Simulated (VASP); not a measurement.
# KF (Fm-3m) in VASP: notebook

Runs on KF. Level: r2SCAN. Tasks: relaxation of the atoms.

Program: VASP 6.6.1. These are calculated values, not measurements. Logs are shortened: lines on timing, memory, paths and dates and some standing lists are left out, and cuts for length are marked.

### 1 The cell of the first run

The structure is cubic, space group Fm-3m (No. 225). Conventional cell: a = 5.353 Å, b = 5.353 Å, c = 5.353 Å, α = 90.00°, β = 90.00°, γ = 90.00°. Within 3.5 Å of K (site symmetry m-3m) lie 6 F at 2.68 Å. Within 3.5 Å of F (site symmetry m-3m) lie 6 K at 2.68 Å.

### 2 Relaxation of the atoms, r2SCAN

POSCAR reads:

```
KF
1.0
    0.0000000000      2.6766654300      2.6766654300
    2.6766654300      0.0000000000      2.6766654300
    2.6766654300      2.6766654300      0.0000000000
K F
1 1
Direct
    0.0000000000      0.0000000000      0.0000000000
    0.5000000000      0.5000000000      0.5000000000
```

INCAR.step1 reads:

```
SYSTEM = KF
PREC = Accurate
ENCUT = 520
ISMEAR = -1
SIGMA = 0.02
LREAL = .False.
LASPH = .True.
NELM = 80
GGA = PE
ALGO = Normal
EDIFF = 1E-4
LWAVE = .True.
LCHARG = .False.
```

INCAR.step2 reads:

```
SYSTEM = KF
PREC = Accurate
ENCUT = 520
EDIFF = 1E-6
ISMEAR = -1
SIGMA = 0.02
LREAL = .False.
LASPH = .True.
NELM = 80
ALGO = Normal
ISIF = 2
LWAVE = .False.
LCHARG = .False.
METAGGA = R2SCAN
LMIXTAU = .True.
IBRION = 2
NSW = 50
EDIFFG = -0.01
ISTART = 1
```

KPOINTS reads:

```
regular mesh
0
Gamma
  10 10 10
  0 0 0
```

Potentials or basis: VASP PAW PBE potentials, release 64 (K_sv, F).

Run with:

```sh
$ cat potpaw_PBE.64/K_sv/POTCAR potpaw_PBE.64/F/POTCAR > POTCAR
$ cp INCAR.step1 INCAR
$ mpirun -np 1 vasp_std > vasp.out
$ cp INCAR.step2 INCAR
$ mpirun -np 1 vasp_std > vasp.out
```

OUTCAR:

```text
SYSTEM = KF
   PREC = Accurate
   ENCUT = 520
   EDIFF = 1E-6
   ISMEAR = -1
   LREAL = .False.
   LASPH = .True.
   NELM = 80
   ISIF = 2
   METAGGA = R2SCAN
   IBRION = 2
   NSW = 50
   EDIFFG = -0.01
   ISTART = 1

 ion  position               nearest neighbor table
   1  0.000  0.000  0.000-   2 2.68   2 2.68   2 2.68   2 2.68   2 2.68   2 2.68
   2  0.500  0.500  0.500-   1 2.68   1 2.68   1 2.68   1 2.68   1 2.68   1 2.68

  LATTYP: Found a face centered cubic cell.
 ALAT       =     5.3533308600

  Lattice vectors:

 A1 = (   0.0000000000,   2.6766654300,   2.6766654300)
 A2 = (   2.6766654300,   0.0000000000,   2.6766654300)
 A3 = (   2.6766654300,   2.6766654300,   0.0000000000)

Analysis of symmetry for initial positions (statically):
=====================================================================
 Subroutine PRICEL returns:
 Original cell was already a primitive cell.

 Routine SETGRP: Setting up the symmetry group for a
 face centered cubic supercell.

 Subroutine GETGRP returns: Found 48 space group operations
 (whereof 48 operations were pure point group operations)
 out of a pool of 48 trial point group operations.

The static configuration has the point symmetry O_h .

Analysis of symmetry for dynamics (positions and initial velocities):
=====================================================================
 Subroutine PRICEL returns:
 Original cell was already a primitive cell.

 Routine SETGRP: Setting up the symmetry group for a
 face centered cubic supercell.

 Subroutine GETGRP returns: Found 48 space group operations
 (whereof 48 operations were pure point group operations)
 out of a pool of 48 trial point group operations.

The dynamic configuration has the point symmetry O_h .

 Subroutine INISYM returns: Found 48 space group operations
 (whereof 48 operations are pure point group operations),
 and found     1 'primitive' translations

----------------------------------------------------------------------------------------

                                     Primitive cell

  volume of cell :      38.3541

  direct lattice vectors                    reciprocal lattice vectors
     0.000000000  2.676665430  2.676665430    -0.186799588  0.186799588  0.186799588
     2.676665430  0.000000000  2.676665430     0.186799588 -0.186799588  0.186799588
     2.676665430  2.676665430  0.000000000     0.186799588  0.186799588 -0.186799588

  length of vectors
     3.785376553  3.785376553  3.785376553     0.323546378  0.323546378  0.323546378

  position of ions in fractional coordinates (direct lattice)
     0.000000000  0.000000000  0.000000000
     0.500000000  0.500000000  0.500000000

  ion indices of the primitive-cell ions
   primitive index   ion index
                 1           1
                 2           2

----------------------------------------------------------------------------------------

 KPOINTS: regular mesh

Automatic generation of k-mesh.
 Grid dimensions read from file:
 generate k-points for:   10   10   10

 Generating k-lattice:

  Cartesian coordinates                     Fractional coordinates (reciprocal lattice)
    -0.018679959  0.018679959  0.018679959     0.100000000  0.000000000  0.000000000
     0.018679959 -0.018679959  0.018679959     0.000000000  0.100000000  0.000000000
     0.018679959  0.018679959 -0.018679959     0.000000000  0.000000000  0.100000000

  Length of vectors
     0.032354638  0.032354638  0.032354638

  Shift w.r.t. Gamma in fractional coordinates (k-lattice)
     0.000000000  0.000000000  0.000000000

 Subroutine IBZKPT returns following result:
 ===========================================

 Found     47 irreducible k-points:

 Following reciprocal coordinates:
            Coordinates               Weight
  0.000000  0.000000  0.000000      1.000000
  0.100000  0.000000  0.000000      8.000000
  0.200000  0.000000  0.000000      8.000000
  0.300000  0.000000  0.000000      8.000000
  0.400000  0.000000  0.000000      8.000000
  0.500000  0.000000  0.000000      4.000000
[... 16 lines left out ...]
  0.300000  0.300000  0.000000      6.000000
  0.400000  0.300000  0.000000     24.000000
 [... further k-points ...]
   k-points           NKPTS =     47   k-points in BZ     NKDIM =     47   number of bands    NBANDS=     12
   number of dos      NEDOS =    301   number of ions     NIONS =      2
   total plane-waves  NPLWV =  21952
   dimension x,y,z NGX =    28 NGY =   28 NGZ =   28
   dimension x,y,z NGXF=    56 NGYF=   56 NGZF=   56
   ions per type =               1   1
   NGX,Y,Z   is equivalent  to a cutoff of  12.30, 12.30, 12.30 a.u.
   NGXF,Y,Z  is equivalent  to a cutoff of  24.59, 24.59, 24.59 a.u.
 SYSTEM =  KF
   PREC   = accura    normal or accurate (medium, high low for compatibility)
   ISTART =      1    job   : 0-new  1-cont  2-samecut
   ICHARG =      0    charge: 1-file 2-atom 10-const
   ISPIN  =      1    spin polarized calculation?
   LNONCOLLINEAR =      F non collinear calculations
   LSORBIT =      F    spin-orbit coupling
   LASPH  =      T    aspherical Exc in radial PAW
   ENCUT  =  520.0 eV  38.22 Ry    6.18 a.u.   7.04  7.04  7.04*2*pi/ulx,y,z
   NELM   =     80;   NELMIN=  2; NELMDL=  0     # of ELM steps
   EDIFF  = 0.1E-05   stopping-criterion for ELM
   LREAL  =      F    real-space projection
   EDIFFG = -.1E-01   stopping-criterion for IOM
   NSW    =     50    number of steps for IOM
   IBRION =      2    ionic relax: 0-MD 1-quasi-New 2-CG
   NFREE  =      1    steps in history (QN), initial steepest desc. (CG)
   ISIF   =      2    stress and relaxation
   ISYM   =      2    0-nonsym 1-usesym 2-fastsym
   POTIM  = 0.5000    time-step for ionic-motion
   TEBEG  =    0.0;   TEEND  =   0.0 temperature during run
   PSTRESS=    0.0 pullay stress
   NELECT =      16.0000    total number of electrons
   NUPDOWN=      -1.0000    fix difference up-down
   EMIN   =  10.00;   EMAX   =-10.00  energy-range for DOS
   EFERMI =   0.00;   METHOD = LEGACY
   ISMEAR =    -1;   SIGMA  =   0.02  broadening in eV -4-tet -1-fermi 0-gaus
   EFERMI_NEDOS =   21; number of points for ismear=-14 and -15
   IALGO  =     38    algorithm
   IMIX   =      4    mixing-type and parameters
     AMIX     =   0.40;   BMIX     =  1.00
     AMIX_MAG =   1.60;   BMIX_MAG =  1.00
  volume/ion in A,a.u.               =      19.18       129.41
  Fermi-wavevector in a.u.,A,eV,Ry     =   1.223237  2.311583 20.358529  1.496310
  Thomas-Fermi vector in A             =   2.358355
   LORBIT       =      0    0 simple, 1 ext, 2 COOP (PROOUT), +10 PAW based schemes
   METAGGA = R2SCAN    functional components
   LHFCALC =     F    Hartree Fock is set to
   AEXX    =    0.0000 exact exchange contribution
   IVDW    =     0    specifies the selected vdW correction
   LEPSILON=     F    determine dielectric tensor
   LRPA    =     F    only Hartree local field effects (RPA)
 conjugate gradient relaxation of ions
 non-spin polarized calculation
  energy-cutoff  :      520.00
  volume of cell :       38.35
 maximum number of plane-waves:      1056
   NGX = 15   NGY = 15   NGZ = 15

 number of electron      15.9999999 magnetization

 Free energy of the ion-electron system (eV)
  ---------------------------------------------------
  ext. energy  EPLUGINS =         0.00000000
  ---------------------------------------------------
  free energy    TOTEN  =       -14.97224992 eV

  energy without entropy =      -14.97224992  energy(sigma->0) =      -14.97224992

 E-fermi :  -2.8902     XC(G=0):  -8.8714

 val. band max:       -3.3634450660   @ k =   0.0000   0.0000   0.0000
 cond. band min:       3.4373755419   @ k =   0.0000   0.0000   0.0000
 fundamental gap:      6.8008206078
 Fermi energy:        -2.8901982489

 k-point     1 :       0.0000    0.0000    0.0000
  band No.  band energies     occupation
      1     -30.5023      2.00000
      2     -23.1510      2.00000
      3     -12.9919      2.00000
      4     -12.9919      2.00000
      5     -12.9919      2.00000
      6      -3.3635      2.00000
      7      -3.3634      2.00000
      8      -3.3634      2.00000
      9       3.4374      0.00000
     10       8.0747      0.00000
     11       8.0747      0.00000
     12       8.0747      0.00000

 k-point     2 :       0.1000    0.0000    0.0000
  band No.  band energies     occupation
      1     -30.4936      2.00000
      2     -23.1582      2.00000
      3     -13.0181      2.00000
      4     -12.9952      2.00000
      5     -12.9952      2.00000
      6      -3.4503      2.00000
      7      -3.3962      2.00000
      8      -3.3962      2.00000
      9       3.7170      0.00000
     10       7.8676      0.00000
     11       8.2144      0.00000
     12       8.2144      0.00000

 k-point     3 :       0.2000    0.0000    0.0000
  band No.  band energies     occupation
      1     -30.4707      2.00000
      2     -23.1787      2.00000
      3     -13.0863      2.00000
      4     -13.0040      2.00000
      5     -13.0040      2.00000
      6      -3.6592      2.00000
      7      -3.4807      2.00000
      8      -3.4807      2.00000
      9       4.4652      0.00000
     10       7.4975      0.00000
     11       8.5911      0.00000
     12       8.5911      0.00000

 k-point     4 :       0.3000    0.0000    0.0000
  band No.  band energies     occupation
      1     -30.4422      2.00000
      2     -23.2049      2.00000
      3     -13.1699      2.00000
      4     -13.0148      2.00000
      5     -13.0148      2.00000
      6      -3.8894      2.00000
      7      -3.5829      2.00000
      8      -3.5829      2.00000
      9       5.4251      0.00000
     10       7.3122      0.00000
     11       9.0605      0.00000
     12       9.0605      0.00000

 k-point     5 :       0.4000    0.0000    0.0000
  band No.  band energies     occupation
      1     -30.4188      2.00000
      2     -23.2259      2.00000
      3     -13.2369      2.00000
      4     -13.0235      2.00000
      5     -13.0235      2.00000
      6      -4.0588      2.00000
      7      -3.6639      2.00000
      8      -3.6639      2.00000
      9       6.1186      0.00000
     10       7.5450      0.00000
     11       9.4131      0.00000
     12       9.4131      0.00000
[... 228 lines left out ...]
      1     -30.4127      2.00000
      2     -23.2131      2.00000
      3     -13.2401      2.00000
      4     -13.1661      2.00000
      5     -13.0285      2.00000
      6      -3.9627      2.00000
      7      -3.6758      2.00000
      8      -3.5139      2.00000
      9       6.3577      0.00000
     10       7.1428      0.00000
     11       9.2301      0.00000
     12       9.7098      0.00000

 k-point    22 :      -0.2000    0.2000    0.0000
  band No.  band energies     occupation
      1     -30.4336      2.00000
      2     -23.2027      2.00000
      3     -13.1492      2.00000
      4     -13.1467      2.00000
      5     -13.0029      2.00000
      6      -3.9072      2.00000
      7      -3.6411      2.00000
      8      -3.4532      2.00000
      9       5.6877      0.00000
     10       7.0522      0.00000
     11       9.1891      0.00000
     12       9.2224      0.00000

 k-point    23 :       0.3000    0.3000    0.0000
  band No.  band energies     occupation
      1     -30.4269      2.00000
      2     -23.1844      2.00000
      3     -13.2418      2.00000
      4     -13.1251      2.00000
      5     -13.1251      2.00000
      6      -3.8167      2.00000
      7      -3.4155      2.00000
      8      -3.4155      2.00000
      9       5.8729      0.00000
     10       6.0620      0.00000
     11       9.9765      0.00000
     12      10.1267      0.00000

 k-point    24 :       0.4000    0.3000    0.0000
  band No.  band energies     occupation
      1     -30.4103      2.00000
      2     -23.1863      2.00000
      3     -13.3396      2.00000
      4     -13.1561      2.00000
      5     -13.1446      2.00000
      6      -3.7598      2.00000
      7      -3.4653      2.00000
      8      -3.4448      2.00000
      9       5.9011      0.00000
     10       6.5955      0.00000
     11       9.5327      0.00000
     12      10.4948      0.00000

 [... further k-points ...]

------------------------ aborting loop because EDIFF is reached ----------------------------------------

  FORCE on cell =-STRESS in cart. coord.  units (eV):
  Direction    XX          YY          ZZ          XY          YZ          ZX
  --------------------------------------------------------------------------------------
  -------------------------------------------------------------------------------------
  Total       -0.1694110     -0.1694110     -0.1694110      0.0000000     -0.0000000      0.0000000
  in kB       -7.0768503     -7.0768503     -7.0768503      0.0000000     -0.0000000      0.0000000
  external PRESSURE =      -7.0768503 kB  Pullay stress =       0.0000000 kB

 VOLUME and BASIS-vectors are now :
 -----------------------------------------------------------------------------
  energy-cutoff  :      520.00
  volume of cell :       38.35
      direct lattice vectors                 reciprocal lattice vectors
     0.000000000  2.676665430  2.676665430    -0.186799588  0.186799588  0.186799588
     2.676665430  0.000000000  2.676665430     0.186799588 -0.186799588  0.186799588
     2.676665430  2.676665430  0.000000000     0.186799588  0.186799588 -0.186799588

 POSITION                                       TOTAL-FORCE (eV/Angst)
 -----------------------------------------------------------------------------------
      0.00000      0.00000      0.00000         0.000000     -0.000000     -0.000000
      2.67667      2.67667      2.67667        -0.000000      0.000000      0.000000
 -----------------------------------------------------------------------------------
    total drift:                                0.000000      0.000000      0.000000

  FREE ENERGIE OF THE ION-ELECTRON SYSTEM (eV)
  ---------------------------------------------------
  free  energy   TOTEN  =       -14.9722499191 eV

  energy  without entropy=      -14.9722499191  energy(sigma->0) =      -14.97224992

 reached required accuracy - stopping structural energy minimisation
```

Run time: 2 min. Hardware: 1 thread of Oxide Virtual Turin-like, shared host; peak memory 0.14 GiB.

What came out:

```yaml
Free_energy: -14.9722 eV
Pressure_after_relaxing: -0.7 GPa
Band_gap_on_the_k_mesh: 6.80 eV
```

Final structure:
```yaml
crystal:
  lattice:
    - [0.00000, 2.67667, 2.67667]
    - [2.67667, 0.00000, 2.67667]
    - [2.67667, 2.67667, 0.00000]
  atoms:
    - { symbol: K, position: [0.00000, 0.00000, 0.00000] }
    - { symbol: F, position: [0.50000, 0.50000, 0.50000] }
```

Levels at points of the mesh, in eV from the valence-band top:
```tsv
k point	band 4	band 5	band 6	band 7	band 8	band 9	band 10	band 11	band 12
(0.00, 0.00, 0.00)	-9.63	-9.63	0.00	0.00	0.00	6.80	11.44	11.44	11.44
(0.50, 0.00, 0.00)	-9.66	-9.66	-0.76	-0.33	-0.33	9.66	11.20	12.90	12.90
(0.50, 0.50, 0.00)	-9.83	-9.83	-0.21	-0.05	-0.05	8.76	11.19	12.38	14.60
```

Caveat: the relaxation stopped at its first step, so nothing moved; the PAW data sets were made with another functional, which shifts forces and pressure a little. r2SCAN opens gaps a little over a GGA but as a rule still falls short of measured ones.

[end of part 1 of 2]
